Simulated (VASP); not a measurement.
## NaH13O7: single point with PBE+D3(BJ)

NaH13O7:

```xyz
21
Lattice="6.0732 0.0000 0.0000 0.0000 6.0732 0.0000 0.0000 0.0000 6.0732" Properties=species:S:1:pos:R:3 pbc="T T T"
O     1.2941    2.4492    3.5916
O     6.2720    2.6226    6.1622
O     0.0798    6.0365    4.1996
O     2.5280    3.6825    1.2500
O     6.1359    4.6307    1.8097
O     3.8570    7.1625    5.4837
O     3.9344   -0.2719    1.8177
H     0.7118    3.0214    3.0856
H     2.1463    2.4750    3.0935
H     6.7202    2.6565    5.3365
H     5.3234    2.3706    6.0096
H     0.6551    6.8187    3.9956
H     0.1753    5.3694    3.4727
H     3.0518    2.9449    0.7450
H     3.2275    4.3904    1.5209
H     5.2198    5.1341    1.7788
H     6.1924    3.8651    1.1909
H     3.8699    6.7095    6.4449
H     4.5205    6.6894    4.9541
H     3.9384    0.1480    2.6924
Na    1.4645   -0.4594    0.1716
```

```json
{
 "Program": "VASP 6.6.1",
 "Task": "single point",
 "Functional": "PBE",
 "Dispersion": "D3(BJ)",
 "Potentials or basis": "VASP PAW PBE potentials, release 64 (O, H, Na_pv)",
 "Cutoff": "520 eV",
 "k mesh": "1 × 1 × 1",
 "Occupations": "fermi-dirac, width 0.02 eV",
 "Spin": "no spin polarisation",
 "Dipole correction": "no",
 "Further INCAR settings": "LREAL = Auto; ALGO = Normal; EDIFF = 1e-07; NBANDS = 47"
}
```

```json
{
  "Pressure": "-1.1 GPa",
  "Largest force": "2.901 eV/Å",
  "Dispersion energy per atom": "-0.042 eV"
}
```

Forces on the atoms (eV/Å):
```
O    0.943 -0.815  0.551
O   -1.700 -0.322  1.989
O    0.305 -0.063  0.557
O    2.018 -1.679 -1.235
O    0.301  0.502  0.733
O   -0.769 -0.085  1.995
O   -0.247  0.287 -0.660
H   -0.476  0.721 -0.780
H   -0.515  0.244  0.144
H    0.915  0.058 -1.983
H    0.554 -0.223 -0.346
H   -0.321 -0.127 -0.501
H    0.106  0.330 -0.164
H   -1.205  1.724  1.009
H   -0.390 -0.051  0.163
H   -0.225 -0.310 -0.210
H   -0.128 -0.169 -0.108
H    0.344  0.351 -1.069
H    0.576 -0.341 -0.146
H   -0.120 -0.038 -0.098
Na   0.034  0.006  0.157
```

Stress tensor (GPa, compression positive):
```
-0.01  0.05  0.01
 0.05 -2.06  0.56
 0.01  0.56 -1.26
```

Levels at points of the mesh, in eV from the Fermi level:
| k point | band 28 | band 29 | band 30 | band 31 | band 32 | band 33 | band 34 | band 35 |
| --- | --- | --- | --- | --- | --- | --- | --- | --- |
| (0.00, 0.00, 0.00) | -1.69 | -1.48 | -0.76 | -0.58 | 3.07 | 6.61 | 6.82 | 6.94 |

It took 69 s on 1 thread of Intel Xeon 8259CL, on a shared host, peak memory 0.3 GiB.

Caveat: the k points lie up to 1.03 Å⁻¹ apart.
